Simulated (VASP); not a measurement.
Write the native input for VASP 6.6.1 that does the following.

```
Task                   : single point
Functional             : PBEsol
Potentials or basis    : VASP PAW PBE potentials, release 64 (Al)
Cutoff                 : 500 eV
k mesh                 : 18 × 18 × 18
Occupations            : gaussian, width 0.1 eV
Spin                   : no spin polarisation
Dipole correction      : no
Further INCAR settings : ALGO = Normal; EDIFF = 1e-06; NBANDS = 8
```

The structure of Al lies in POSCAR:

```
Al
1.0
    0.0000000000      1.9454294159      1.9454294159
    1.9454294159      0.0000000000      1.9454294159
    1.9454294159      1.9454294159      0.0000000000
Al
1
Direct
    0.0000000000      0.0000000000      0.0000000000
```

These files were run (other wordings do the same):

INCAR

```
SYSTEM = Al
PREC = Accurate
ENCUT = 500
EDIFF = 1E-6
ISMEAR = 0
SIGMA = 0.1
LREAL = .FALSE.
LASPH = .TRUE.
NELM = 120
ALGO = Normal
ISIF = 2
LWAVE = .FALSE.
LCHARG = .TRUE.
GGA = PS
LELF = .TRUE.
LVHAR = .TRUE.
NBANDS = 8
GGA_COMPAT = .FALSE.
```

KPOINTS

```
Automatic mesh
0
G
  18 18 18
  0 0 0
```

Potentials or basis: VASP PAW PBE potentials, release 64 (Al).

Run with:

```console
$ cat potpaw_PBE.64/Al/POTCAR > POTCAR
$ mpirun -np 1 vasp_std > vasp.out
```

It gave:

```yaml
Pressure: 9.6 GPa
Band_gap_on_the_k_mesh: zero (an odd number of electrons rules out a gap without spin polarisation)
```

Caveat: the cell stands under pressure; the PAW data sets were made with another functional, which shifts forces and pressure a little.

Run time: 8.3 s on 1 thread of AMD EPYC 9R45 96-Core Processor (Zen 5), on a shared host, peak memory 0.1 GiB.
